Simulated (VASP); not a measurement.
# NaCl (Pm-3m) in VASP: a series of runs

NaCl is run at these levels: PBE; tasks: single point.

Everything below comes from runs of VASP 6.6.1. Logs are shortened: lines on timing, memory, paths and dates and some standing lists are left out, and cuts for length are marked.

**1. The cell of the first run**

Symmetry: Pm-3m, No. 221, cubic system. The conventional cell has a = 3.411 Å, b = 3.411 Å, c = 3.411 Å, α = 90.00°, β = 90.00°, γ = 90.00°. Na (site symmetry m-3m) has 8 Cl at 2.95 Å and 6 Na at 3.41 Å within 3.9 Å. Cl (site symmetry m-3m) has 8 Na at 2.95 Å and 6 Cl at 3.41 Å within 3.9 Å.

**2. Single point, PBE (volume scaled by 0.920)**

File INCAR:

```
PREC = Accurate
ENCUT = 520
EDIFF = 1E-6
ISMEAR = 0
SIGMA = 0.05
LREAL = F
LASPH = T
NELM = 100
ALGO = Normal
ISIF = 2
LWAVE = F
LCHARG = F
GGA = PE
NBANDS = 14
```

File KPOINTS:

```
regular mesh
0
Gamma
  8 8 8
```

File POSCAR:

```
NaCl
1.0
    3.4107264071      0.0000000000      0.0000000000
    0.0000000000      3.4107264071      0.0000000000
    0.0000000000      0.0000000000      3.4107264071
Na Cl
1 1
Direct
    0.0000000000      0.0000000000      0.0000000000
    0.5000000000      0.5000000000      0.5000000000
```

Potentials or basis: VASP PAW PBE potentials, release 64 (Na_pv, Cl).

Run with:

```console
cat potpaw_PBE.64/Na_pv/POTCAR potpaw_PBE.64/Cl/POTCAR > POTCAR
mpirun -np 1 vasp_std > vasp.out
```

OUTCAR:

```text
PREC = Accurate
   ENCUT = 520
   EDIFF = 1E-6
   ISMEAR = 0
   LREAL = F
   LASPH = T
   NELM = 100
   ISIF = 2
   GGA = PE

 ion  position               nearest neighbor table
   1  0.000  0.000  0.000-
   2  0.500  0.500  0.500-

  LATTYP: Found a simple cubic cell.
 ALAT       =     3.4107264071

  Lattice vectors:

 A1 = (   3.4107264071,   0.0000000000,   0.0000000000)
 A2 = (   0.0000000000,   3.4107264071,   0.0000000000)
 A3 = (   0.0000000000,   0.0000000000,   3.4107264071)

Analysis of symmetry for initial positions (statically):
=====================================================================
 Subroutine PRICEL returns:
 Original cell was already a primitive cell.

 Routine SETGRP: Setting up the symmetry group for a
 simple cubic supercell.

 Subroutine GETGRP returns: Found 48 space group operations
 (whereof 48 operations were pure point group operations)
 out of a pool of 48 trial point group operations.

The static configuration has the point symmetry O_h .

Analysis of symmetry for dynamics (positions and initial velocities):
=====================================================================
 Subroutine PRICEL returns:
 Original cell was already a primitive cell.

 Routine SETGRP: Setting up the symmetry group for a
 simple cubic supercell.

 Subroutine GETGRP returns: Found 48 space group operations
 (whereof 48 operations were pure point group operations)
 out of a pool of 48 trial point group operations.

The dynamic configuration has the point symmetry O_h .

 Subroutine INISYM returns: Found 48 space group operations
 (whereof 48 operations are pure point group operations),
 and found     1 'primitive' translations

----------------------------------------------------------------------------------------

                                     Primitive cell

  volume of cell :      39.6772

  direct lattice vectors                    reciprocal lattice vectors
     3.410726407  0.000000000  0.000000000     0.293192675  0.000000000  0.000000000
     0.000000000  3.410726407  0.000000000     0.000000000  0.293192675  0.000000000
     0.000000000  0.000000000  3.410726407     0.000000000  0.000000000  0.293192675

  length of vectors
     3.410726407  3.410726407  3.410726407     0.293192675  0.293192675  0.293192675

  position of ions in fractional coordinates (direct lattice)
     0.000000000  0.000000000  0.000000000
     0.500000000  0.500000000  0.500000000

  ion indices of the primitive-cell ions
   primitive index   ion index
                 1           1
                 2           2

----------------------------------------------------------------------------------------

 KPOINTS: regular mesh

Automatic generation of k-mesh.
 Grid dimensions read from file:
 generate k-points for:    8    8    8

 Generating k-lattice:

  Cartesian coordinates                     Fractional coordinates (reciprocal lattice)
     0.036649084  0.000000000  0.000000000     0.125000000  0.000000000  0.000000000
     0.000000000  0.036649084  0.000000000     0.000000000  0.125000000  0.000000000
     0.000000000  0.000000000  0.036649084     0.000000000  0.000000000  0.125000000

  Length of vectors
     0.036649084  0.036649084  0.036649084

  Shift w.r.t. Gamma in fractional coordinates (k-lattice)
     0.000000000  0.000000000  0.000000000

 Subroutine IBZKPT returns following result:
 ===========================================

 Found     35 irreducible k-points:

 Following reciprocal coordinates:
            Coordinates               Weight
  0.000000  0.000000  0.000000      1.000000
  0.125000  0.000000  0.000000      6.000000
  0.250000  0.000000  0.000000      6.000000
  0.375000  0.000000  0.000000      6.000000
  0.500000  0.000000  0.000000      3.000000
  0.125000  0.125000  0.000000     12.000000
[... 16 lines left out ...]
  0.375000  0.375000  0.125000     24.000000
  0.500000  0.375000  0.125000     24.000000
 [... further k-points ...]
   k-points           NKPTS =     35   k-points in BZ     NKDIM =     35   number of bands    NBANDS=     14
   number of dos      NEDOS =    301   number of ions     NIONS =      2
   total plane-waves  NPLWV =  21952
   dimension x,y,z NGX =    28 NGY =   28 NGZ =   28
   dimension x,y,z NGXF=    56 NGYF=   56 NGZF=   56
   ions per type =               1   1
   NGX,Y,Z   is equivalent  to a cutoff of  13.65, 13.65, 13.65 a.u.
   NGXF,Y,Z  is equivalent  to a cutoff of  27.30, 27.30, 27.30 a.u.
 SYSTEM =  unknown system
   PREC   = accura    normal or accurate (medium, high low for compatibility)
   ISTART =      0    job   : 0-new  1-cont  2-samecut
   ICHARG =      2    charge: 1-file 2-atom 10-const
   ISPIN  =      1    spin polarized calculation?
   LNONCOLLINEAR =      F non collinear calculations
   LSORBIT =      F    spin-orbit coupling
   LASPH  =      T    aspherical Exc in radial PAW
   ENCUT  =  520.0 eV  38.22 Ry    6.18 a.u.   6.34  6.34  6.34*2*pi/ulx,y,z
   NELM   =    100;   NELMIN=  2; NELMDL= -5     # of ELM steps
   EDIFF  = 0.1E-05   stopping-criterion for ELM
   LREAL  =      F    real-space projection
   EDIFFG = 0.1E-04   stopping-criterion for IOM
   NSW    =      0    number of steps for IOM
   IBRION =     -1    ionic relax: 0-MD 1-quasi-New 2-CG
   NFREE  =      0    steps in history (QN), initial steepest desc. (CG)
   ISIF   =      2    stress and relaxation
   ISYM   =      2    0-nonsym 1-usesym 2-fastsym
   POTIM  = 0.5000    time-step for ionic-motion
   TEBEG  =    0.0;   TEEND  =   0.0 temperature during run
   PSTRESS=    0.0 pullay stress
   NELECT =      14.0000    total number of electrons
   NUPDOWN=      -1.0000    fix difference up-down
   EMIN   =  10.00;   EMAX   =-10.00  energy-range for DOS
   EFERMI =   0.00;   METHOD = LEGACY
   ISMEAR =     0;   SIGMA  =   0.05  broadening in eV -4-tet -1-fermi 0-gaus
   EFERMI_NEDOS =   21; number of points for ismear=-14 and -15
   IALGO  =     38    algorithm
   IMIX   =      4    mixing-type and parameters
     AMIX     =   0.40;   BMIX     =  1.00
     AMIX_MAG =   1.60;   BMIX_MAG =  1.00
  volume/ion in A,a.u.               =      19.84       133.88
  Fermi-wavevector in a.u.,A,eV,Ry     =   1.156833  2.186097 18.208164  1.338262
  Thomas-Fermi vector in A             =   2.293450
   LORBIT       =      0    0 simple, 1 ext, 2 COOP (PROOUT), +10 PAW based schemes
   GGA     = PE    functional components
   LHFCALC =     F    Hartree Fock is set to
   AEXX    =    0.0000 exact exchange contribution
   IVDW    =     0    specifies the selected vdW correction
   LEPSILON=     F    determine dielectric tensor
   LRPA    =     F    only Hartree local field effects (RPA)
 non-spin polarized calculation
 Gauss-broadening in eV      SIGMA  =   0.05
  energy-cutoff  :      520.00
  volume of cell :       39.68
 maximum number of plane-waves:      1080
 NGX is ok and might be reduce to    28
   NGX = 13   NGY = 13   NGZ = 13

 number of electron      14.0000015 magnetization

 Free energy of the ion-electron system (eV)
  ---------------------------------------------------
  ext. energy  EPLUGINS =         0.00000000
  ---------------------------------------------------
  free energy    TOTEN  =        -6.44275334 eV

  energy without entropy =       -6.44275334  energy(sigma->0) =       -6.44275334

 E-fermi :   1.2940     XC(G=0):  -8.7811

 val. band max:        1.0041982721   @ k =   0.5000   0.5000   0.0000
 cond. band min:       5.2651647115   @ k =   0.0000   0.0000   0.0000
 fundamental gap:      4.2609664393
 Fermi energy:         1.2939784252

 k-point     1 :       0.0000    0.0000    0.0000
  band No.  band energies     occupation
      1     -21.0026      2.00000
      2     -21.0026      2.00000
      3     -21.0026      2.00000
      4     -12.6654      2.00000
      5       0.4455      2.00000
      6       0.4455      2.00000
      7       0.4455      2.00000
      8       5.2652      0.00000
      9       9.4860      0.00000
     10       9.4860      0.00000
     11      17.1974      0.00000
     12      17.1974      0.00000
     13      17.1976      0.00000
     14      17.4598      0.00000

 k-point     2 :       0.1250    0.0000    0.0000
  band No.  band energies     occupation
      1     -21.0109      2.00000
      2     -21.0019      2.00000
      3     -21.0019      2.00000
      4     -12.6053      2.00000
      5      -0.1073      2.00000
      6       0.4819      2.00000
      7       0.4819      2.00000
      8       5.7368      0.00000
      9       9.6648      0.00000
     10       9.9015      0.00000
     11      15.7318      0.00000
     12      15.7318      0.00000
     13      16.9642      0.00000
     14      17.3203      0.00000

 k-point     3 :       0.2500    0.0000    0.0000
  band No.  band energies     occupation
      1     -21.0306      2.00000
      2     -21.0001      2.00000
      3     -21.0001      2.00000
      4     -12.4540      2.00000
      5      -1.1510      2.00000
      6       0.5725      2.00000
      7       0.5725      2.00000
      8       6.6599      0.00000
      9      10.1849      0.00000
     10      10.6229      0.00000
     11      14.3202      0.00000
     12      14.3202      0.00000
     13      16.6547      0.00000
     14      17.0203      0.00000

 k-point     4 :       0.3750    0.0000    0.0000
  band No.  band energies     occupation
      1     -21.0503      2.00000
      2     -20.9983      2.00000
      3     -20.9983      2.00000
      4     -12.2927      2.00000
      5      -1.9908      2.00000
      6       0.6671      2.00000
      7       0.6671      2.00000
      8       7.6222      0.00000
      9      10.5353      0.00000
     10      10.9547      0.00000
     11      13.3715      0.00000
     12      13.3715      0.00000
     13      15.1253      0.00000
     14      18.0514      0.00000

 k-point     5 :       0.5000    0.0000    0.0000
  band No.  band energies     occupation
      1     -21.0584      2.00000
      2     -20.9976      2.00000
      3     -20.9976      2.00000
      4     -12.2225      2.00000
      5      -2.3042      2.00000
      6       0.7075      2.00000
      7       0.7075      2.00000
      8       8.1853      0.00000
      9      10.1282      0.00000
     10      11.4800      0.00000
     11      13.0382      0.00000
[... 276 lines left out ...]
 k-point    22 :       0.5000    0.2500    0.1250
  band No.  band energies     occupation
      1     -21.0502      2.00000
      2     -21.0206      2.00000
      3     -21.0021      2.00000
      4     -12.0244      2.00000
      5      -1.8755      2.00000
      6      -0.5070      2.00000
      7       0.4573      2.00000
      8       8.1820      0.00000
      9       9.9790      0.00000
     10      10.7821      0.00000
     11      12.8929      0.00000
     12      14.3354      0.00000
     13      14.6939      0.00000
     14      18.7665      0.00000

 k-point    23 :       0.3750    0.3750    0.1250
  band No.  band energies     occupation
      1     -21.0398      2.00000
      2     -21.0378      2.00000
      3     -21.0012      2.00000
      4     -11.9609      2.00000
      5      -1.3998      2.00000
      6      -1.2609      2.00000
      7       0.5251      2.00000
      8       7.4736      0.00000
      9      10.2832      0.00000
     10      11.3053      0.00000
     11      12.4107      0.00000
     12      14.7120      0.00000
     13      14.8633      0.00000
     14      18.5534      0.00000

 k-point    24 :       0.5000    0.3750    0.1250
  band No.  band energies     occupation
      1     -21.0458      2.00000
      2     -21.0372      2.00000
      3     -21.0004      2.00000
      4     -11.9079      2.00000
      5      -1.6076      2.00000
      6      -1.2170      2.00000
      7       0.5780      2.00000
      8       7.1160      0.00000
      9      10.7291      0.00000
     10      11.0040      0.00000
     11      12.3027      0.00000
     12      14.9150      0.00000
     13      15.0062      0.00000
     14      18.1333      0.00000

 [... further k-points ...]
[... 5 lines left out ...]
  --------------------------------------------------------------------------------------
  -------------------------------------------------------------------------------------
  Total        0.6341535      0.6341535      0.6341535      0.0000000      0.0000000      0.0000000
  in kB       25.6073302     25.6073302     25.6073302      0.0000000      0.0000000      0.0000000
  external PRESSURE =      25.6073302 kB  Pullay stress =       0.0000000 kB

 VOLUME and BASIS-vectors are now :
 -----------------------------------------------------------------------------
  energy-cutoff  :      520.00
  volume of cell :       39.68
      direct lattice vectors                 reciprocal lattice vectors
     3.410726407  0.000000000  0.000000000     0.293192675  0.000000000  0.000000000
     0.000000000  3.410726407  0.000000000     0.000000000  0.293192675  0.000000000
     0.000000000  0.000000000  3.410726407     0.000000000  0.000000000  0.293192675

 POSITION                                       TOTAL-FORCE (eV/Angst)
 -----------------------------------------------------------------------------------
      0.00000      0.00000      0.00000         0.000000      0.000000      0.000000
      1.70536      1.70536      1.70536         0.000000      0.000000      0.000000
 -----------------------------------------------------------------------------------
    total drift:                               -0.000000      0.000000      0.000000

  FREE ENERGIE OF THE ION-ELECTRON SYSTEM (eV)
  ---------------------------------------------------
  free  energy   TOTEN  =        -6.4427533447 eV

  energy  without entropy=       -6.4427533447  energy(sigma->0) =       -6.44275334
```

Wall time 15 s (1 thread of Intel Xeon 6975P-C (Granite Rapids), shared host); peak memory 0.15 GiB.

Results:

| Item | Value |
| --- | --- |
| Free energy | -6.4428 eV |
| Pressure | 2.6 GPa |
| Band gap on the k mesh | 4.26 eV, indirect (least direct gap 4.82 eV) |

Levels at points of the mesh, in eV from the valence-band top:
| k point | band 3 | band 4 | band 5 | band 6 | band 7 | band 8 | band 9 | band 10 | band 11 | band 12 |
| --- | --- | --- | --- | --- | --- | --- | --- | --- | --- | --- |
| (0.00, 0.00, 0.00) | -22.01 | -13.67 | -0.56 | -0.56 | -0.56 | 4.26 | 8.48 | 8.48 | 16.19 | 16.19 |
| (0.50, 0.00, 0.00) | -22.00 | -13.23 | -3.31 | -0.30 | -0.30 | 7.18 | 9.12 | 10.48 | 12.03 | 12.03 |
| (0.50, 0.50, 0.00) | -22.00 | -12.91 | -2.55 | -2.55 | 0.00 | 5.53 | 10.05 | 11.57 | 11.57 | 12.72 |
| (0.50, 0.50, 0.50) | -22.04 | -12.57 | -2.10 | -2.10 | -2.10 | 7.12 | 7.12 | 7.12 | 12.30 | 16.67 |

 A k mesh can miss the band edges.

(Part 1 of 2 ends here.)
